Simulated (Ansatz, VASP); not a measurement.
# One calculation of AlV2C, two programs

```xyz
8
Lattice="2.8876 0.0000 0.0000 -1.4438 2.5007 0.0000 0.0000 0.0000 13.1048" Properties=species:S:1:pos:R:3 pbc="T T T"
Al    0.0000    1.6672    3.2762
Al    1.4438    0.8336    9.8286
V     0.0000    1.6672    7.6845
V     1.4438    0.8336    5.4204
V     1.4438    0.8336    1.1320
V     0.0000    1.6672   11.9728
C     0.0000    0.0000    0.0000
C     0.0000    0.0000    6.5524
```

Alike in both runs: task single point; functional PBEsol; k mesh 9 × 9 × 2; occupations gaussian, width 0.1 eV; no spin polarisation.

|  | VASP | Ansatz |
| --- | --- | --- |
| version | VASP 6.6.1 | Ansatz 0.2.0 |
| potentials or method | VASP PAW PBE potentials, release 64 (Al, V_sv, C), cutoff 520 eV | scalar-relativistic, plane waves, PAW |
| valence electrons in the cell | 66 | 66 |

Ansatz gave:

* gap on the k mesh at the Fermi level (eV): none
* pressure (GPa): -3.8
* traceless stress, the component that is largest in VASP (GPa): -0.91
* rms of the force components (eV/Å): 0.256

Q: Which values does VASP return?

A: gap on the k mesh at the Fermi level (eV): none; pressure (GPa): -3.5; traceless stress, the component that is largest in VASP (GPa): -0.90; rms of the force components (eV/Å): 0.243.

VASP's potentials were made for PBE, not for PBEsol. Atom by atom the forces differ by 0.013 eV/Å (rms over components). A gap of «none» marks a metal or a gap that the smearing closes.
